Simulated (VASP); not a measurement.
Cu4Si3:

```xyz
7
Lattice="4.6985 0.0000 0.0000 0.0000 4.6985 0.0000 0.0000 0.0000 4.6985" Properties=species:S:1:pos:R:3 pbc="T T T"
Si    0.0000    0.0000    2.3493
Si    2.3493    0.0000    0.0000
Si    0.0000    2.3493    0.0000
Cu    3.4007    1.2978    1.2978
Cu    1.2978    3.4007    1.2978
Cu    1.2978    1.2978    3.4007
Cu    3.4007    3.4007    3.4007
```

The cell was generated, and may not be a known phase.

* Program: VASP 6.6.1
* Task: relaxation of cell and atoms
* Functional: PBE
* Potentials or basis: VASP PAW PBE potentials, release 64 (Si, Cu)
* Cutoff: 600 eV
* k mesh: 4 × 4 × 4
* Occupations: gaussian, width 0.1 eV
* Spin: no spin polarisation

At the start: pressure 23.3 GPa; volume 14.82 Å³/atom.

Question: Where does the relaxation end?

Answer: Over 9 steps the energy falls by 443.4 meV/atom and the volume is 15.81 Å³/atom (+6.7 %); space group P-43m (No. 215, to 0.1 Å) before and after.

The path:
```tsv
step	energy change (eV)	largest force (eV/Å)	pressure (GPa)	volume (Å³)
1	0.0000	3.5793	23.28	103.73
2	-1.6153	0.4312	-10.25	139.52
3	-2.0676	1.1594	-3.89	125.75
4	-2.0682	1.1924	-3.59	125.27
5	-2.4715	1.1938	-3.47	121.05
6	-3.0680	0.4734	1.77	108.97
7	-3.0778	0.3668	-0.95	112.40
8	-3.1031	0.0706	0.02	110.96
9	-3.1036	0.0060	0.22	110.68
```

Final structure:
```yaml
crystal:
  lattice:
    - [4.80129, 0.00000, 0.00000]
    - [0.00000, 4.80129, 0.00000]
    - [0.00000, 0.00000, 4.80129]
  atoms:
    - { symbol: Si, position: [0.00000, 0.00000, 0.50000] }
    - { symbol: Si, position: [0.50000, 0.00000, 0.00000] }
    - { symbol: Si, position: [0.00000, 0.50000, 0.00000] }
    - { symbol: Cu, position: [0.68336, 0.31664, 0.31664] }
    - { symbol: Cu, position: [0.31664, 0.68336, 0.31664] }
    - { symbol: Cu, position: [0.31664, 0.31664, 0.68336] }
    - { symbol: Cu, position: [0.68336, 0.68336, 0.68336] }
```
